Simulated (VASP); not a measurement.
Set up this calculation in VASP 6.6.1, as the native input.

```yaml
Task: single point
Functional: r2SCAN
Potentials_or_basis: VASP PAW PBE potentials, release 64 (Ag, I)
Cutoff: 550 eV
k_mesh: 4 × 4 × 4
Occupations: methfessel-paxton, width 0.2 eV
Spin: no spin polarisation
Dipole_correction: no
Further_INCAR_settings: ALGO = Normal; EDIFF = 1e-06; NBANDS = 16
```

Crystal: AgI.

```
CELL_PARAMETERS angstrom
0.00000 3.28857 3.28857
3.28857 0.00000 3.28857
3.28857 3.28857 0.00000
ATOMIC_POSITIONS crystal
Ag 0.00000 0.00000 0.00000
I 0.25000 0.25000 0.25000
```

One way to write it, as run:

POSCAR

```
AgI
1.0
    0.0000000000      3.2885749246      3.2885749246
    3.2885749246      0.0000000000      3.2885749246
    3.2885749246      3.2885749246      0.0000000000
Ag I
1 1
Direct
    0.0000000000      0.0000000000      0.0000000000
    0.2500000000      0.2500000000      0.2500000000
```

INCAR.step1

```
SYSTEM = AgI
  PREC = Accurate
  ENCUT = 550
  ISMEAR = 1
  SIGMA = 0.2
  LREAL = .FALSE.
  LASPH = .TRUE.
  NELM = 120
  NBANDS = 16
  GGA = PE
  ALGO = Normal
  EDIFF = 1E-5
  LWAVE = .TRUE.
  LCHARG = .FALSE.
  GGA_COMPAT = .FALSE.
```

INCAR.step2

```
SYSTEM = AgI
  PREC = Accurate
  ENCUT = 550
  EDIFF = 1E-6
  ISMEAR = 1
  SIGMA = 0.2
  LREAL = .FALSE.
  LASPH = .TRUE.
  NELM = 120
  ALGO = Normal
  ISIF = 2
  LWAVE = .FALSE.
  LCHARG = .FALSE.
  METAGGA = R2SCAN
  LMIXTAU = .TRUE.
  NBANDS = 16
  ISTART = 1
  GGA_COMPAT = .FALSE.
```

KPOINTS

```
Automatic mesh
0
G
  4 4 4
  0 0 0
```

Potentials or basis: VASP PAW PBE potentials, release 64 (Ag, I).

Launch:

```console
$ cat potpaw_PBE.64/Ag/POTCAR potpaw_PBE.64/I/POTCAR > POTCAR
$ cp INCAR.step1 INCAR
$ mpirun -np 1 vasp_std > vasp.out
$ cp INCAR.step2 INCAR
$ mpirun -np 1 vasp_std > vasp.out
```

Results of the run:

The pressure is 0.0 GPa. The band gap on the k mesh is 1.79 eV, direct.

Caveat: the PAW data sets were made with another functional, which shifts forces and pressure a little; spin-orbit coupling is left out, which moves the levels of the heavy elements.

Run time: 120 s on 1 thread of Intel Xeon 8259CL, on a shared host, peak memory 0.23 GiB.
